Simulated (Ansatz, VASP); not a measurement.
## PbS in VASP and in Ansatz

Contents of INCAR:

```
SYSTEM = PbS
PREC     = Accurate       ! precision mode
ENCUT    = 520            ! plane-wave cutoff, eV
EDIFF    = 1E-7           ! SCF threshold, eV
ISMEAR   = -1             ! smearing method
SIGMA    = 0.02           ! smearing width, eV
LREAL    = .False.        ! projectors in reciprocal space
LASPH    = .True.         ! aspherical terms in the spheres
NELM     = 80             ! most SCF steps
ALGO     = Normal         ! electronic algorithm
ISIF     = 2              ! what is computed and relaxed
LWAVE    = .False.        ! write WAVECAR
LCHARG   = .False.        ! write CHGCAR
GGA      = PE             ! functional
NBANDS   = 28             ! bands
```

File KPOINTS:

```
regular mesh
0
Gamma
  6 6 6
  0 0 0
```

POSCAR

```
PbS
1.0
    1.9869769710     -5.6509386248      0.0000000000
    1.9869769710      5.6509386248      0.0000000000
    0.0000000000      0.0000000000      4.2604423679
Pb S
2 2
Direct
    0.8768390596      0.1231609404      0.7500000000
    0.1231609404      0.8768390596      0.2500000000
    0.6401209567      0.3598790433      0.7500000000
    0.3598790433      0.6401209567      0.2500000000
```

Input for Ansatz:

```yaml
crystal:
  lattice:
    - [1.986976971, -5.6509386248, 0.0]
    - [1.986976971, 5.6509386248, 0.0]
    - [0.0, 0.0, 4.2604423679]
  atoms:
    - { symbol: Pb, position: [0.8768390596, 0.1231609404, 0.75] }
    - { symbol: Pb, position: [0.1231609404, 0.8768390596, 0.25] }
    - { symbol: S, position: [0.6401209567, 0.3598790433, 0.75] }
    - { symbol: S, position: [0.3598790433, 0.6401209567, 0.25] }
kpoints:
  mp_grid: { grid: [6, 6, 6] }
  band_path:
    path:
      - [0.0, 0.0, 0.0]
      - [-0.5, 0.5, 0.0]
      - [-0.2809089673, 0.7190910327, 0.0]
      - [0.2809089673, 0.2809089673, 0.0]
      - [0.0, 0.0, 0.5]
      - [0.2809089673, 0.2809089673, 0.5]
      - [-0.2809089673, 0.7190910327, 0.5]
      - [-0.5, 0.5, 0.5]
      - [0.0, 0.5, 0.0]
      - [-0.5, 0.5, 0.35]
      - [-0.5, -0.5, 0.361979]
      - [0.199219, 0.200521, 0.0]
    npoints: 1
hamiltonian:
  xc: pbe
scf:
  occupations: { method: fermi_dirac, width: 0.02 }
  n_extra_bands: 5
output:
  forces: true
  stress: true
  eigenvalues: true
  write_density: true
  write_potential: true
  elf: true
  volumetric_format: npy
```

Change from the starting cell: biaxial_xy strain -3.7%.

Alike in both runs: task single point; functional PBE; k mesh 6 × 6 × 6; occupations fermi-dirac, width 0.02 eV; no spin polarisation.

|  | VASP | Ansatz |
| --- | --- | --- |
| version | VASP 6.6.1 | Ansatz 0.2.0 |
| potentials or method | VASP PAW PBE potentials, release 64 (Pb_d, S) | plane waves, PAW |
| plane-wave cutoff (eV) | 520 | 420 |
| valence electrons in the cell | 40 | 40 |

Ansatz gave:

- gap on the k mesh at the Fermi level (eV): 1.05
- pressure (GPa): 5.9
- traceless stress, the component that is largest in VASP (GPa): 0.54
- rms of the force components (eV/Å): 0.064

Question: Which values does VASP return?

Answer: gap on the k mesh at the Fermi level (eV): 1.05; pressure (GPa): 5.9; traceless stress, the component that is largest in VASP (GPa): 0.55; rms of the force components (eV/Å): 0.064.

Atom by atom the forces differ by 0.002 eV/Å (rms over components).

Spin-orbit coupling is off throughout.
